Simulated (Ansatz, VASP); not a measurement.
**Y in VASP and in Ansatz**

The input POSCAR:

```
Y
1.0
    3.7421797608      0.0000000000      0.0000000000
   -1.8710898804      3.2408227384      0.0000000000
    0.0000000000      0.0000000000      5.8795128960
Y
2
Direct
    0.3333333333      0.6666666667      0.2500000000
    0.6666666667      0.3333333333      0.7500000000
```

The input INCAR.step1:

```
SYSTEM = Y
PREC     = Accurate       ! precision mode
ENCUT    = 600            ! plane-wave cutoff, eV
ISMEAR   = -1             ! smearing method
SIGMA    = 0.05           ! smearing width, eV
LREAL    = .False.        ! projectors in reciprocal space
LASPH    = .True.         ! aspherical terms in the spheres
NELM     = 60             ! most SCF steps
GGA      = PE             ! functional
ALGO     = Normal         ! electronic algorithm
EDIFF    = 1E-4           ! SCF threshold, eV
LWAVE    = .True.         ! write WAVECAR
LCHARG   = .False.        ! write CHGCAR
```

Contents of INCAR.step2:

```
SYSTEM = Y
PREC     = Accurate       ! precision mode
ENCUT    = 600            ! plane-wave cutoff, eV
EDIFF    = 1E-6           ! SCF threshold, eV
ISMEAR   = -1             ! smearing method
SIGMA    = 0.05           ! smearing width, eV
LREAL    = .False.        ! projectors in reciprocal space
LASPH    = .True.         ! aspherical terms in the spheres
NELM     = 60             ! most SCF steps
ALGO     = Normal         ! electronic algorithm
ISIF     = 3              ! what is computed and relaxed
LWAVE    = .False.        ! write WAVECAR
LCHARG   = .False.        ! write CHGCAR
METAGGA  = R2SCAN         ! meta-GGA
LMIXTAU  = .True.       
IBRION   = 2              ! ionic algorithm
NSW      = 100            ! ionic steps
EDIFFG   = -0.005         ! ionic threshold
ISTART   = 1
```

KPOINTS

```
regular mesh
0
Gamma
  10 10 6
  0 0 0
```

Input for Ansatz:

```yaml
crystal:
  lattice:
    - [3.7421797608, 0.0, 0.0]
    - [-1.8710898804, 3.2408227384, 0.0]
    - [0.0, 0.0, 5.879512896]
  atoms:
    - { symbol: "Y", position: [0.3333333333, 0.6666666667, 0.25] }
    - { symbol: "Y", position: [0.6666666667, 0.3333333333, 0.75] }
kpoints:
  mp_grid: { grid: [10, 10, 6] }
scf:
  occupations: { method: fermi_dirac, width: 0.05 }
hamiltonian:
  xc: r2scan
  pseudopotentials: { kind: paw }
output:
  forces: true
  stress: true
  efg: { contact_densities: true }
  write_density: true
  write_potential: true
  elf: true
  volumetric_format: npy
relax:
  f_tol: 0.005
  max_steps: 80
  cell: {}
```

Alike in both runs: task relaxation of cell and atoms; functional r2SCAN; k mesh 10 × 10 × 6; occupations fermi-dirac, width 0.05 eV; no spin polarisation.

|  | VASP | Ansatz |
| --- | --- | --- |
| version | VASP 6.6.1 | Ansatz 0.2.0 |
| potentials or method | VASP PAW PBE potentials, release 64 (Y_sv) | PAW with Ansatz's default frozen-core files, scalar-relativistic |
| plane-wave cutoff (eV) | 600 | 500 |
| valence electrons in the cell | 22 | 22 |

VASP gave:

| Item | Value |
| --- | --- |
| relaxed volume (Å³/atom) | 33.46 |
| relaxed cell length with the largest relative difference (Å) | 3.684 |

Task: Which values does Ansatz return?

Result: Relaxed volume (Å³/atom): 33.39; relaxed cell length with the largest relative difference (Å): 3.682.

VASP's potentials were made for PBE, not for r2SCAN.
